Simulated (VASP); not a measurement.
Input of a VASP 6.6.1 run:

Contents of INCAR:

```
SYSTEM = SO
PREC = Accurate ; ENCUT = 520
EDIFF = 1E-7 ; ISMEAR = -1
SIGMA = 0.06122561905347299 ; LREAL = .False.
LASPH = .True. ; NELM = 60
ALGO = Normal ; ISIF = 2
LWAVE = .False. ; LCHARG = .False.
GGA = PE ; NBANDS = 13
```

Contents of KPOINTS:

```
regular mesh
0
Gamma
  21 21 21
  0 0 0
```

The input POSCAR:

```
SO
1.0
    0.0000000000      2.2954895075      2.2954895075
    2.2954895075      0.0000000000      2.2954895075
    2.2954895075      2.2954895075      0.0000000000
S O
1 1
Direct
    0.0000000000      0.0000000000      0.0000000000
    0.5000000000      0.5000000000      0.5000000000
```

Potentials or basis: VASP PAW PBE potentials, release 64 (S, O).

The run is started by

```bash
$ cat potpaw_PBE.64/S/POTCAR potpaw_PBE.64/O/POTCAR > POTCAR
$ mpirun -np 1 vasp_std > vasp.out
```

(1) Estimate the band gap on the k mesh.

(2) Estimate the pressure.

Answers

(1) zero (bands 6 and 7 overlap by 3.10 eV).

(2) 2.4 GPa.
